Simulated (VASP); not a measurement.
# MoN2 (Cmmm) in VASP: further runs

Runs on MoN2. Level: PBEsol. Tasks: relaxation of the atoms.

Everything below comes from runs of VASP 6.6.1. Logs are shortened: lines on timing, memory, paths and dates and some standing lists are left out, and cuts for length are marked.

**1. The cell of the first run**

It takes space group Cmmm (No. 65, orthorhombic). Conventional cell: a = 6.026 Å, b = 6.272 Å, c = 2.767 Å, α = 90.00°, β = 90.00°, γ = 90.00°. Mo (site symmetry 2/m) has 8 N at 2.22 to 2.25 Å and 2 Mo at 2.77 Å within 2.9 Å. Within 1.9 Å of N (site symmetry m2m) lie 1 N at 1.40 Å. N (site symmetry 2mm) has 1 N at 1.35 Å within 1.8 Å.

**2. Relaxation of the atoms, PBEsol**

INCAR reads:

```
ALGO = Normal ; EDIFF = 1E-7
EDIFFG = -0.01 ; ENCUT = 520
GGA = PS ; GGA_COMPAT = False
IBRION = 2 ; ISIF = 2
ISMEAR = -1 ; LASPH = True
LCHARG = False ; LREAL = False
LWAVE = False ; NELM = 120
NELMIN = 4 ; NSW = 60
PREC = Accurate ; SIGMA = 0.05
```

KPOINTS reads:

```
k-points
0
Gamma
  5 5 8
```

POSCAR reads:

```
MoN2
1.0
    4.3480530000     -0.0869610600      0.0000000000
   -0.0869610600      4.3480530000      0.0000000000
    0.0000000000      0.0000000000      2.7674600000
Mo N
2 4
Direct
    0.0000000000      0.0000000000      0.0000000000
    0.5000000000      0.5000000000      0.0000000000
    0.6116470000      0.8883530000      0.5000000000
    0.3883530000      0.1116470000      0.5000000000
    0.1116470000      0.6116470000      0.5000000000
    0.8883530000      0.3883530000      0.5000000000
```

Potentials or basis: VASP PAW PBE potentials, release 64 (Mo_sv, N).

Command:

```sh
> cat potpaw_PBE.64/Mo_sv/POTCAR potpaw_PBE.64/N/POTCAR > POTCAR
> mpirun -np 1 vasp_std > vasp.out
```

OUTCAR:

```text
EDIFF = 1E-7
   EDIFFG = -0.01
   ENCUT = 520
   GGA = PS
   IBRION = 2
   ISIF = 2
   ISMEAR = -1
   LASPH = True
   LREAL = False
   NELM = 120
   NELMIN = 4
   NSW = 60
   PREC = Accurate

 ion  position               nearest neighbor table
   1  0.000  0.000  0.000-   3 2.22   4 2.22   3 2.22   4 2.22   5 2.25   6 2.25   5 2.25   6 2.25
                             2 3.01   2 3.01   2 3.14   2 3.14
   2  0.500  0.500  0.000-   3 2.22   4 2.22   3 2.22   4 2.22   5 2.25   6 2.25   5 2.25   6 2.25
                             1 3.01   1 3.01   1 3.14   1 3.14
   3  0.612  0.888  0.500-   4 1.40   2 2.22   1 2.22   1 2.22   2 2.22
   4  0.388  0.112  0.500-   3 1.40   2 2.22   1 2.22   1 2.22   2 2.22
   5  0.112  0.612  0.500-   6 1.35   2 2.25   1 2.25   1 2.25   2 2.25
   6  0.888  0.388  0.500-   5 1.35   2 2.25   1 2.25   1 2.25   2 2.25

  LATTYP: Found a base centered orthorhombic cell.
 ALAT       =     6.0260940121
 B/A-ratio  =     1.0408163265
 C/A-ratio  =     0.4592460712

  Lattice vectors:

 A1 = (   4.3480530000,  -0.0869610600,   0.0000000000)
 A2 = (  -0.0869610600,   4.3480530000,   0.0000000000)
 A3 = (   0.0000000000,   0.0000000000,   2.7674600000)

Analysis of symmetry for initial positions (statically):
=====================================================================
 Subroutine PRICEL returns:
 Original cell was already a primitive cell.

 Routine SETGRP: Setting up the symmetry group for a
 base centered orthorhombic supercell.

 Subroutine GETGRP returns: Found  8 space group operations
 (whereof  4 operations were pure point group operations)
 out of a pool of  8 trial point group operations.

The static configuration has the point symmetry C_2h.
 The point group associated with its full space group is D_2h.

Analysis of symmetry for dynamics (positions and initial velocities):
=====================================================================
 Subroutine PRICEL returns:
 Original cell was already a primitive cell.

 Routine SETGRP: Setting up the symmetry group for a
 base centered orthorhombic supercell.

 Subroutine GETGRP returns: Found  8 space group operations
 (whereof  4 operations were pure point group operations)
 out of a pool of  8 trial point group operations.

The dynamic configuration has the point symmetry C_2h.
 The point group associated with its full space group is D_2h.

 Subroutine INISYM returns: Found  8 space group operations
 (whereof  4 operations are pure point group operations),
 and found     1 'primitive' translations

----------------------------------------------------------------------------------------

                                     Primitive cell

  volume of cell :      52.2995

  direct lattice vectors                    reciprocal lattice vectors
     4.348053000 -0.086961060  0.000000000     0.230080029  0.004601601  0.000000000
    -0.086961060  4.348053000  0.000000000     0.004601601  0.230080029  0.000000000
     0.000000000  0.000000000  2.767460000     0.000000000  0.000000000  0.361342169

  length of vectors
     4.348922524  4.348922524  2.767460000     0.230126040  0.230126040  0.361342169

  position of ions in fractional coordinates (direct lattice)
     0.000000000  0.000000000  0.000000000
     0.500000000  0.500000000  0.000000000
     0.611647000  0.888353000  0.500000000
     0.388353000  0.111647000  0.500000000
     0.111647000  0.611647000  0.500000000
     0.888353000  0.388353000  0.500000000

  ion indices of the primitive-cell ions
   primitive index   ion index
                 1           1
                 2           2
                 3           3
                 4           4
                 5           5
                 6           6

----------------------------------------------------------------------------------------

 KPOINTS: k-points

Automatic generation of k-mesh.
 Grid dimensions read from file:
 generate k-points for:    5    5    8

 Generating k-lattice:

  Cartesian coordinates                     Fractional coordinates (reciprocal lattice)
     0.046016006  0.000920320  0.000000000     0.200000000  0.000000000  0.000000000
     0.000920320  0.046016006  0.000000000     0.000000000  0.200000000  0.000000000
     0.000000000  0.000000000  0.045167771     0.000000000  0.000000000  0.125000000

  Length of vectors
     0.046025208  0.046025208  0.045167771

  Shift w.r.t. Gamma in fractional coordinates (k-lattice)
     0.000000000  0.000000000  0.000000000

 Subroutine IBZKPT returns following result:
 ===========================================

 Found     45 irreducible k-points:

 Following reciprocal coordinates:
            Coordinates               Weight
  0.000000  0.000000  0.000000      1.000000
  0.200000  0.000000  0.000000      4.000000
  0.400000  0.000000  0.000000      4.000000
  0.200000  0.200000  0.000000      2.000000
  0.400000  0.200000  0.000000      4.000000
 -0.400000  0.200000  0.000000      4.000000
[... 16 lines left out ...]
  0.400000  0.200000  0.250000      8.000000
 -0.400000  0.200000  0.250000      8.000000
 [... further k-points ...]
   k-points           NKPTS =     45   k-points in BZ     NKDIM =     45   number of bands    NBANDS=     28
   number of dos      NEDOS =    301   number of ions     NIONS =      6
   total plane-waves  NPLWV =  24576
   dimension x,y,z NGX =    32 NGY =   32 NGZ =   24
   dimension x,y,z NGXF=    64 NGYF=   64 NGZF=   48
   ions per type =               2   4
   NGX,Y,Z   is equivalent  to a cutoff of  12.23, 12.23, 14.42 a.u.
   NGXF,Y,Z  is equivalent  to a cutoff of  24.47, 24.47, 28.83 a.u.
 SYSTEM =  unknown system
   PREC   = accura    normal or accurate (medium, high low for compatibility)
   ISTART =      0    job   : 0-new  1-cont  2-samecut
   ICHARG =      2    charge: 1-file 2-atom 10-const
   ISPIN  =      1    spin polarized calculation?
   LNONCOLLINEAR =      F non collinear calculations
   LSORBIT =      F    spin-orbit coupling
   LASPH  =      T    aspherical Exc in radial PAW
   ENCUT  =  520.0 eV  38.22 Ry    6.18 a.u.   8.09  8.09  5.15*2*pi/ulx,y,z
   NELM   =    120;   NELMIN=  4; NELMDL= -5     # of ELM steps
   EDIFF  = 0.1E-06   stopping-criterion for ELM
   LREAL  =      F    real-space projection
   EDIFFG = -.1E-01   stopping-criterion for IOM
   NSW    =     60    number of steps for IOM
   IBRION =      2    ionic relax: 0-MD 1-quasi-New 2-CG
   NFREE  =      1    steps in history (QN), initial steepest desc. (CG)
   ISIF   =      2    stress and relaxation
   ISYM   =      2    0-nonsym 1-usesym 2-fastsym
   POTIM  = 0.5000    time-step for ionic-motion
   TEBEG  =    0.0;   TEEND  =   0.0 temperature during run
   PSTRESS=    0.0 pullay stress
   NELECT =      48.0000    total number of electrons
   NUPDOWN=      -1.0000    fix difference up-down
   EMIN   =  10.00;   EMAX   =-10.00  energy-range for DOS
   EFERMI =   0.00;   METHOD = LEGACY
   ISMEAR =    -1;   SIGMA  =   0.05  broadening in eV -4-tet -1-fermi 0-gaus
   EFERMI_NEDOS =   21; number of points for ismear=-14 and -15
   IALGO  =     38    algorithm
   IMIX   =      4    mixing-type and parameters
     AMIX     =   0.40;   BMIX     =  1.00
     AMIX_MAG =   1.60;   BMIX_MAG =  1.00
  volume/ion in A,a.u.               =       8.72        58.82
  Fermi-wavevector in a.u.,A,eV,Ry     =   1.590949  3.006457 34.437945  2.531118
  Thomas-Fermi vector in A             =   2.689565
   LORBIT       =      0    0 simple, 1 ext, 2 COOP (PROOUT), +10 PAW based schemes
   GGA     = PS    functional components
   LHFCALC =     F    Hartree Fock is set to
   AEXX    =    0.0000 exact exchange contribution
   IVDW    =     0    specifies the selected vdW correction
   LEPSILON=     F    determine dielectric tensor
   LRPA    =     F    only Hartree local field effects (RPA)
 conjugate gradient relaxation of ions
 non-spin polarized calculation
  energy-cutoff  :      520.00
  volume of cell :       52.30
 maximum number of plane-waves:      1438
   NGX = 17   NGY = 17   NGZ = 11

--------------------------------------- Ionic step        1  -------------------------------------------

 number of electron      47.9999999 magnetization

 Free energy of the ion-electron system (eV)
  ---------------------------------------------------
  ext. energy  EPLUGINS =         0.00000000
  ---------------------------------------------------
  free energy    TOTEN  =       -58.63630938 eV

  energy without entropy =      -58.62224357  energy(sigma->0) =      -58.62927648

------------------------ aborting loop because EDIFF is reached ----------------------------------------

  FORCE on cell =-STRESS in cart. coord.  units (eV):
  Direction    XX          YY          ZZ          XY          YZ          ZX
  --------------------------------------------------------------------------------------
  -------------------------------------------------------------------------------------
  Total       -3.7391425     -3.7391425     -5.2689145      3.4287882      0.0000000      0.0000000
  in kB     -114.5474283   -114.5474283   -161.4115003    105.0398224      0.0000000      0.0000000
  external PRESSURE =    -130.1687856 kB  Pullay stress =       0.0000000 kB
[... 185 lines left out ...]
  energy  without entropy=      -58.6257369242  energy(sigma->0) =      -58.63316477

--------------------------------------- Ionic step        6  -------------------------------------------

 number of electron      47.9999998 magnetization

 Free energy of the ion-electron system (eV)
  ---------------------------------------------------
  ext. energy  EPLUGINS =         0.00000000
  ---------------------------------------------------
  free energy    TOTEN  =       -58.64064839 eV

  energy without entropy =      -58.62579883  energy(sigma->0) =      -58.63322361

 E-fermi :  11.9792     XC(G=0): -13.8595

 val. band max:       11.9741652051   @ k =   0.4000   0.4000   0.1250
 cond. band min:      11.9876778615   @ k =   0.4000   0.2000   0.2500
 fundamental gap:      0.0135126565
 Fermi energy:        11.9791651029

 k-point     1 :       0.0000    0.0000    0.0000
  band No.  band energies     occupation
      1     -49.9714      2.00000
      2     -49.9099      2.00000
      3     -24.2407      2.00000
      4     -24.1495      2.00000
      5     -23.8849      2.00000
      6     -23.8230      2.00000
[... 733 lines left out ...]
     27      14.1651      0.00000
     28      14.4844      0.00000

 [... further k-points ...]
[... 5 lines left out ...]
  --------------------------------------------------------------------------------------
  -------------------------------------------------------------------------------------
  Total       -3.8575079     -3.8575079     -5.3006816      3.2066458      0.0000000      0.0000000
  in kB     -118.1735129   -118.1735129   -162.3846754     98.2345638      0.0000000      0.0000000
  external PRESSURE =    -132.9105671 kB  Pullay stress =       0.0000000 kB
[... 21 lines left out ...]
  FREE ENERGIE OF THE ION-ELECTRON SYSTEM (eV)
  ---------------------------------------------------
  free  energy   TOTEN  =       -58.6406483862 eV

  energy  without entropy=      -58.6257988280  energy(sigma->0) =      -58.63322361

 reached required accuracy - stopping structural energy minimisation
```

Wall time 4.6 min (1 thread of Intel Xeon 8259CL, shared host); peak memory 0.2 GiB.

Results:

* Free energy: -58.6406 eV
* Energy gained by relaxing: 0.7 meV/atom
* Ionic steps: 6
* Pressure after relaxing: -13.3 GPa
* Largest force after relaxing: 0.007 eV/Å
* Band gap on the k mesh: zero (band 24 reaches 13.13 eV, above the bottom of band 25 at 11.25 eV)

Forces in eV/Å, atoms in the order of the input:
```
Mo   0.000  0.000  0.000
Mo   0.000  0.000  0.000
N   -0.002  0.002  0.000
N    0.002 -0.002  0.000
N    0.005  0.005  0.000
N   -0.005 -0.005  0.000
```

Stress tensor (GPa, compression positive):
```
-11.82   9.82   0.00
  9.82 -11.82   0.00
  0.00   0.00 -16.24
```

The path:
```tsv
step	energy change (eV)	largest force (eV/Å)	pressure (GPa)
1	0.0000	0.4750	-13.02
2	0.0118	0.8794	-13.83
3	-0.0043	0.0476	-13.37
4	-0.0043	0.0509	-13.36
5	-0.0043	0.0455	-13.23
6	-0.0043	0.0068	-13.29
```

Final structure:
```yaml
crystal:
  lattice:
    - [4.34805, -0.08696, 0.00000]
    - [-0.08696, 4.34805, 0.00000]
    - [0.00000, 0.00000, 2.76746]
  atoms:
    - { symbol: Mo, position: [0.00000, 0.00000, 0.00000] }
    - { symbol: Mo, position: [0.50000, 0.50000, 0.00000] }
    - { symbol: N, position: [0.61094, 0.88906, 0.50000] }
    - { symbol: N, position: [0.38906, 0.11094, 0.50000] }
    - { symbol: N, position: [0.11282, 0.61282, 0.50000] }
    - { symbol: N, position: [0.88718, 0.38718, 0.50000] }
```

Caveat: the PAW data sets were made with another functional, which shifts forces and pressure a little.

(Continued in part 2 of 2.)
